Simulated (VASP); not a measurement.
# Zr (Fm-3m) in VASP: notebook

The runs below take Zr through single point, relaxation of cell and atoms, with PBEsol.

All numbers are computed with VASP 6.6.1; they aren't measurements. Logs are shortened: lines on timing, memory, paths and dates and some standing lists are left out, and cuts for length are marked.

### Step 1. The cell of the first run

The structure is cubic, space group Fm-3m (No. 225). Conventional cell: a = 4.463 Å, b = 4.463 Å, c = 4.463 Å, α = 90.00°, β = 90.00°, γ = 90.00°. Within 4.2 Å of Zr (site symmetry m-3m) lie 12 Zr at 3.16 Å.

### Step 2. Single point, PBEsol

The input, INCAR:

```
SYSTEM = Zr
  PREC = Accurate
  ENCUT = 520
  EDIFF = 1E-6
  ISMEAR = 0
  SIGMA = 0.1
  LREAL = .FALSE.
  LASPH = .TRUE.
  NELM = 100
  ALGO = Fast
  ISIF = 2
  LWAVE = .FALSE.
  LCHARG = .FALSE.
  GGA = PS
  NBANDS = 12
```

The input, KPOINTS:

```
regular mesh
0
G
  16 16 16
  0 0 0
```

The input, POSCAR:

```
Zr
1.0
    0.0000000000      2.2316008904      2.2316008904
    2.2316008904      0.0000000000      2.2316008904
    2.2316008904      2.2316008904      0.0000000000
Zr
1
Direct
    0.0000000000      0.0000000000      0.0000000000
```

Potentials or basis: VASP PAW PBE potentials, release 64 (Zr_sv).

Command:

```console
$ cat potpaw_PBE.64/Zr_sv/POTCAR > POTCAR
$ mpirun -np 1 vasp_std > vasp.out
```

OUTCAR:

```text
SYSTEM = Zr
   PREC = Accurate
   ENCUT = 520
   EDIFF = 1E-6
   ISMEAR = 0
   LREAL = .FALSE.
   LASPH = .TRUE.
   NELM = 100
   ISIF = 2
   GGA = PS

 ion  position               nearest neighbor table
   1  0.000  0.000  0.000-

  LATTYP: Found a face centered cubic cell.
 ALAT       =     4.4632017808

  Lattice vectors:

 A1 = (   0.0000000000,   2.2316008904,   2.2316008904)
 A2 = (   2.2316008904,   0.0000000000,   2.2316008904)
 A3 = (   2.2316008904,   2.2316008904,   0.0000000000)

Analysis of symmetry for initial positions (statically):
=====================================================================
 Subroutine PRICEL returns:
 Original cell was already a primitive cell.

 Routine SETGRP: Setting up the symmetry group for a
 face centered cubic supercell.

 Subroutine GETGRP returns: Found 48 space group operations
 (whereof 48 operations were pure point group operations)
 out of a pool of 48 trial point group operations.

The static configuration has the point symmetry O_h .

Analysis of symmetry for dynamics (positions and initial velocities):
=====================================================================
 Subroutine PRICEL returns:
 Original cell was already a primitive cell.

 Routine SETGRP: Setting up the symmetry group for a
 face centered cubic supercell.

 Subroutine GETGRP returns: Found 48 space group operations
 (whereof 48 operations were pure point group operations)
 out of a pool of 48 trial point group operations.

The dynamic configuration has the point symmetry O_h .

 Subroutine INISYM returns: Found 48 space group operations
 (whereof 48 operations are pure point group operations),
 and found     1 'primitive' translations

----------------------------------------------------------------------------------------

                                     Primitive cell

  volume of cell :      22.2269

  direct lattice vectors                    reciprocal lattice vectors
     0.000000000  2.231600890  2.231600890    -0.224054401  0.224054401  0.224054401
     2.231600890  0.000000000  2.231600890     0.224054401 -0.224054401  0.224054401
     2.231600890  2.231600890  0.000000000     0.224054401  0.224054401 -0.224054401

  length of vectors
     3.155960245  3.155960245  3.155960245     0.388073606  0.388073606  0.388073606

  position of ions in fractional coordinates (direct lattice)
     0.000000000  0.000000000  0.000000000

  ion indices of the primitive-cell ions
   primitive index   ion index
                 1           1

[... 81 lines left out ...]
   PSTRESS=    0.0 pullay stress
   NELECT =      12.0000    total number of electrons
   NUPDOWN=      -1.0000    fix difference up-down
   EMIN   =  10.00;   EMAX   =-10.00  energy-range for DOS
   EFERMI =   0.00;   METHOD = LEGACY
   ISMEAR =     0;   SIGMA  =   0.10  broadening in eV -4-tet -1-fermi 0-gaus
   EFERMI_NEDOS =   21; number of points for ismear=-14 and -15
   IALGO  =     68    algorithm
   IMIX   =      4    mixing-type and parameters
     AMIX     =   0.40;   BMIX     =  1.00
     AMIX_MAG =   1.60;   BMIX_MAG =  1.00
  volume/ion in A,a.u.               =      22.23       149.99
  Fermi-wavevector in a.u.,A,eV,Ry     =   1.333037  2.519074 24.177368  1.776986
  Thomas-Fermi vector in A             =   2.461926
   LORBIT       =      0    0 simple, 1 ext, 2 COOP (PROOUT), +10 PAW based schemes
   GGA     = PS    functional components
   LHFCALC =     F    Hartree Fock is set to
   AEXX    =    0.0000 exact exchange contribution
   IVDW    =     0    specifies the selected vdW correction
   LEPSILON=     F    determine dielectric tensor
   LRPA    =     F    only Hartree local field effects (RPA)
 non-spin polarized calculation
 RMM-DIIS sequential band-by-band and
 Gauss-broadening in eV      SIGMA  =   0.10
  energy-cutoff  :      520.00
  volume of cell :       22.23
 maximum number of plane-waves:       612
   NGX = 11   NGY = 11   NGZ = 11

 number of electron      12.0000000 magnetization

 Free energy of the ion-electron system (eV)
  ---------------------------------------------------
  ext. energy  EPLUGINS =         0.00000000
  ---------------------------------------------------
  free energy    TOTEN  =        -9.05172716 eV

  energy without entropy =       -9.04292590  energy(sigma->0) =       -9.04732653

 E-fermi :   9.2941     XC(G=0): -11.4159

 val. band max:        9.2888555651   @ k =  -0.3125   0.3125   0.1250
 cond. band min:       9.2967266813   @ k =  -0.4375   0.3125   0.1250
 fundamental gap:      0.0078711163
 Fermi energy:         9.2941134581

 k-point     1 :       0.0000    0.0000    0.0000
  band No.  band energies     occupation
      1     -39.2370      2.00000
      2     -16.7031      2.00000
      3     -16.7031      2.00000
      4     -16.7031      2.00000
      5       3.6399      2.00000
      6      10.2714      0.00000
      7      10.2714      0.00000
      8      10.2714      0.00000
      9      12.8344      0.00000
     10      12.8344      0.00000
     11      19.8918      0.00000
     12      24.2081      0.00000
[... 331 lines left out ...]
 k-point    24 :      -0.0625    0.0625    0.0000
  band No.  band energies     occupation
      1     -39.2201      2.00000
      2     -16.8134      2.00000
      3     -16.7346      2.00000
      4     -16.7102      2.00000
      5       3.9896      2.00000
      6       9.9457      0.00000
      7      10.4261      0.00000
      8      10.4550      0.00000
      9      12.5262      0.00000
     10      12.8262      0.00000
     11      20.6321      0.00000
     12      23.1600      0.00000

 [... further k-points ...]

------------------------ aborting loop because EDIFF is reached ----------------------------------------

  FORCE on cell =-STRESS in cart. coord.  units (eV):
  Direction    XX          YY          ZZ          XY          YZ          ZX
  --------------------------------------------------------------------------------------
  -------------------------------------------------------------------------------------
  Total       -0.0001937     -0.0001937     -0.0001937     -0.0000000     -0.0000000     -0.0000000
  in kB       -0.0139640     -0.0139640     -0.0139640     -0.0000000     -0.0000000     -0.0000000
  external PRESSURE =      -0.0139640 kB  Pullay stress =       0.0000000 kB

 VOLUME and BASIS-vectors are now :
 -----------------------------------------------------------------------------
  energy-cutoff  :      520.00
  volume of cell :       22.23
      direct lattice vectors                 reciprocal lattice vectors
     0.000000000  2.231600890  2.231600890    -0.224054401  0.224054401  0.224054401
     2.231600890  0.000000000  2.231600890     0.224054401 -0.224054401  0.224054401
     2.231600890  2.231600890  0.000000000     0.224054401  0.224054401 -0.224054401

 POSITION                                       TOTAL-FORCE (eV/Angst)
 -----------------------------------------------------------------------------------
      0.00000      0.00000      0.00000         0.000000      0.000000     -0.000000
 -----------------------------------------------------------------------------------
    total drift:                               -0.000000      0.000000      0.000000

  FREE ENERGIE OF THE ION-ELECTRON SYSTEM (eV)
  ---------------------------------------------------
  free  energy   TOTEN  =        -9.0517271636 eV

  energy  without entropy=       -9.0429259044  energy(sigma->0) =       -9.04732653
```

stdout:

```text
POSCAR found type information on POSCAR Zr
 POSCAR found :  1 types and       1 ions
 scaLAPACK will be used
 -----------------------------------------------------------------------------
|                                                                             |
|                                                                             |
|     You enforced a specific xc type in the INCAR file but a different       |
|     I HOPE YOU KNOW WHAT YOU ARE DOING!                                     |
|                                                                             |
 -----------------------------------------------------------------------------

 LDA part: xc-table for (Slater+PW92), standard interpolation
 POSCAR, INCAR and KPOINTS ok, starting setup
 FFT: planning ... GRIDC
 FFT: planning ... GRID_SOFT
 FFT: planning ... GRID
 WAVECAR not read
 entering main loop
```

Wall time 30 s (1 thread of Intel Xeon 6975P-C, shared host); peak memory 0.16 GiB.

Results:

| Property | Result |
| --- | --- |
| Free energy | -9.0517 eV |
| Pressure | 0.0 GPa |
| Band gap on the k mesh | zero (band 6 reaches 10.27 eV, above the bottom of band 7 at 8.88 eV) |

Caveat: the PAW data sets were made with another functional, which shifts forces and pressure a little.

### Step 3. Relaxation of cell and atoms, PBEsol

This run uses another cell than the first one, of 23.20 Å³/atom, 1.044 times its volume.

The input, INCAR:

```
PREC = Accurate ; ENCUT = 600
EDIFF = 1E-7 ; ISMEAR = 0
SIGMA = 0.1 ; LREAL = False
LASPH = True ; NELM = 80
ALGO = Normal ; ISIF = 3
LWAVE = False ; LCHARG = False
GGA = PS ; IBRION = 2
NSW = 70 ; EDIFFG = -0.005
```

The input, KPOINTS:

```
regular mesh
0
Gamma
  16 16 16
```

The input, POSCAR:

```
Zr
1.0
    0.0000000000      2.2635496251      2.2635496251
    2.2635496251      0.0000000000      2.2635496251
    2.2635496251      2.2635496251      0.0000000000
Zr
1
Direct
    0.0000000000      0.0000000000      0.0000000000
```

Potentials or basis: VASP PAW PBE potentials, release 64 (Zr_sv).

Command:

```console
$ cat potpaw_PBE.64/Zr_sv/POTCAR > POTCAR
$ mpirun -np 1 vasp_std > vasp.out
```

OUTCAR:

```text
PREC = Accurate
   ENCUT = 600
   EDIFF = 1E-7
   ISMEAR = 0
   LREAL = False
   LASPH = True
   NELM = 80
   ISIF = 3
   GGA = PS
   IBRION = 2
   NSW = 70
   EDIFFG = -0.005

 ion  position               nearest neighbor table
   1  0.000  0.000  0.000-

  LATTYP: Found a face centered cubic cell.
 ALAT       =     4.5270992502

  Lattice vectors:

 A1 = (   0.0000000000,   2.2635496251,   2.2635496251)
 A2 = (   2.2635496251,   0.0000000000,   2.2635496251)
 A3 = (   2.2635496251,   2.2635496251,   0.0000000000)

Analysis of symmetry for initial positions (statically):
=====================================================================
 Subroutine PRICEL returns:
 Original cell was already a primitive cell.

 Routine SETGRP: Setting up the symmetry group for a
 face centered cubic supercell.

 Subroutine GETGRP returns: Found 48 space group operations
 (whereof 48 operations were pure point group operations)
 out of a pool of 48 trial point group operations.

The static configuration has the point symmetry O_h .

Analysis of symmetry for dynamics (positions and initial velocities):
=====================================================================
 Subroutine PRICEL returns:
 Original cell was already a primitive cell.

[... 223 lines left out ...]
--------------------------------------- Ionic step        3  -------------------------------------------

 number of electron      12.0000000 magnetization

 Free energy of the ion-electron system (eV)
  ---------------------------------------------------
  ext. energy  EPLUGINS =         0.00000000
  ---------------------------------------------------
  free energy    TOTEN  =        -9.05232802 eV

  energy without entropy =       -9.04349958  energy(sigma->0) =       -9.04791380

 E-fermi :   9.2802     XC(G=0): -11.4109

 val. band max:        9.2745756868   @ k =  -0.3125   0.3125   0.1250
 cond. band min:       9.2824398262   @ k =  -0.4375   0.3125   0.1250
 fundamental gap:      0.0078641394
 Fermi energy:         9.2801913617

 k-point     1 :       0.0000    0.0000    0.0000
  band No.  band energies     occupation
      1     -39.2504      2.00000
      2     -16.7187      2.00000
      3     -16.7187      2.00000
      4     -16.7187      2.00000
      5       3.6265      2.00000
      6      10.2577      0.00000
      7      10.2577      0.00000
      8      10.2577      0.00000
      9      12.8176      0.00000
     10      12.8176      0.00000
[... 287 lines left out ...]
 k-point    24 :      -0.0625    0.0625    0.0000
  band No.  band energies     occupation
      1     -39.2336      2.00000
      2     -16.8288      2.00000
      3     -16.7502      2.00000
      4     -16.7259      2.00000
      5       3.9758      2.00000
      6       9.9324      0.00000
      7      10.4123      0.00000
      8      10.4411      0.00000
      9      12.5099      0.00000
     10      12.8094      0.00000

 [... further k-points ...]

------------------------ aborting loop because EDIFF is reached ----------------------------------------

  FORCE on cell =-STRESS in cart. coord.  units (eV):
  Direction    XX          YY          ZZ          XY          YZ          ZX
  --------------------------------------------------------------------------------------
  -------------------------------------------------------------------------------------
  Total       -0.0025486     -0.0025486     -0.0025486     -0.0000000     -0.0000000     -0.0000000
  in kB       -0.1835195     -0.1835195     -0.1835195     -0.0000000     -0.0000000     -0.0000000
  external PRESSURE =      -0.1835195 kB  Pullay stress =       0.0000000 kB
[... 16 lines left out ...]
  FREE ENERGIE OF THE ION-ELECTRON SYSTEM (eV)
  ---------------------------------------------------
  free  energy   TOTEN  =        -9.0523280160 eV

  energy  without entropy=       -9.0434995836  energy(sigma->0) =       -9.04791380

 reached required accuracy - stopping structural energy minimisation
```

CONTCAR:

```text
Zr
   1.00000000000000
     0.0000000000000000    2.2323763640340140    2.2323763640340140
     2.2323763640340140    0.0000000000000000    2.2323763640340140
     2.2323763640340140    2.2323763640340140    0.0000000000000000
  Zr
     1
Direct
     0.0000000000000000    0.0000000000000000    0.0000000000000000

  0.00000000E+00  0.00000000E+00  0.00000000E+00
```

It took 99 s on 1 thread of Intel Xeon 6975P-C, shared host; peak memory 0.19 GiB.

What came out:

```
Free energy                            : -9.0523 eV
Relaxed volume                         : 22.25 Å³/atom
Relaxed cell                           : a = 3.157 Å, b = 3.157 Å, c = 3.157 Å, α = 60.00°, β = 60.00°, γ = 60.00°
Space group after relaxing (to 0.05 Å) : Fm-3m (No. 225)
Energy gained by relaxing              : 11.4 meV/atom
Ionic steps                            : 3
Pressure after relaxing                : 0.0 GPa
Band gap on the k mesh                 : zero (band 6 reaches 10.26 eV, above the bottom of band 7 at 8.87 eV)
```

Step by step:
```tsv
step	energy change (eV)	largest force (eV/Å)	pressure (GPa)	volume (Å³)
1	0.0000	0.0000	-3.73	23.20
2	-0.0019	0.0000	3.83	21.43
3	-0.0114	0.0000	-0.02	22.25
```

Final structure:
```
CELL_PARAMETERS angstrom
0.00000 2.23238 2.23238
2.23238 0.00000 2.23238
2.23238 2.23238 0.00000
ATOMIC_POSITIONS crystal
Zr 0.00000 0.00000 0.00000
```

Caveat: the PAW data sets were made with another functional, which shifts forces and pressure a little.
